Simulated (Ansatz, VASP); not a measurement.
## Two plane-wave programs on Ag

```
Ag
1.0
     0.00000    2.04310    2.00224
     2.04310    0.00000    2.00224
     2.04310    2.04310    0.00000
Ag
1
Direct
  0.00000 0.00000 0.00000
```

Change from the starting cell: zz strain of -2 %, PAW files.

Alike in both runs: task electric field gradients; functional LDA; k mesh 15 × 15 × 15; occupations fermi-dirac, width 0.05 eV; no spin polarisation.

|  | VASP | Ansatz |
| --- | --- | --- |
| version | VASP 6.6.1 | Ansatz 0.2.0 |
| potentials or method | VASP PAW LDA potentials, release 64 (Ag) | PAW with Ansatz's default frozen-core files, scalar-relativistic |
| plane-wave cutoff (eV) | 400 | 420 |
| valence electrons in the cell | 11 | 19 |

|  | VASP | Ansatz | Ansatz less VASP |
| --- | --- | --- | --- |
| pressure (GPa) | -5.6 | -5.4 | +0.22 |
| traceless stress, the component that is largest in VASP (GPa) | 0.06 | 0.07 | +0.006 |
| size of Vzz on the site where it differs most (V/Å²) | 1.1 | 1.8 | +0.70 |

LDA's correlation is that of Perdew and Zunger in VASP and of Perdew and Wang (1992) in Ansatz. VASP's potentials hold 11 valence electrons a cell and Ansatz's 19, so a difference there can come from the potentials and not from the codes.
